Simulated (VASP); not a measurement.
Wanted: the native input for a VASP 6.6.1 run.

```
Task                   : single point
Functional             : PBE
Potentials or basis    : VASP PAW PBE potentials, release 64 (Cd, Se)
Cutoff                 : 520 eV
k mesh                 : 12 × 12 × 12
Occupations            : gaussian, width 0.1 eV
Spin                   : no spin polarisation
Dipole correction      : no
Further INCAR settings : ALGO = Normal; EDIFF = 1e-07; NBANDS = 16
```

The structure of CdSe lies in POSCAR:

```
CdSe
1.0
    0.0000000000      2.8685910275      2.8685910275
    2.8685910275      0.0000000000      2.8685910275
    2.8685910275      2.8685910275      0.0000000000
Cd Se
1 1
Direct
    0.0000000000      0.0000000000      0.0000000000
    0.5000000000      0.5000000000      0.5000000000
```

These files were run (other wordings do the same):

INCAR

```
ALGO = Normal
EDIFF = 1E-7
ENCUT = 520
GGA = PE
ISIF = 2
ISMEAR = 0
LASPH = T
LCHARG = T
LELF = T
LREAL = F
LVHAR = T
LWAVE = F
NBANDS = 16
NELM = 80
PREC = Accurate
SIGMA = 0.1
```

KPOINTS

```
k-points
0
Gamma
  12 12 12
```

Potentials or basis: VASP PAW PBE potentials, release 64 (Cd, Se).

Launch:

```bash
$ cat potpaw_PBE.64/Cd/POTCAR potpaw_PBE.64/Se/POTCAR > POTCAR
$ mpirun -np 1 vasp_std > vasp.out
```

It gave:

```yaml
Pressure: 0.3 GPa
Band_gap_on_the_k_mesh: zero (bands 9 and 10 overlap by 0.43 eV)
```

Caveat: semilocal functionals underestimate gaps, so a narrow gap can read as zero.

Wall time 110 s on 1 thread of Intel Xeon 8259CL (shared host), peak memory 0.21 GiB.
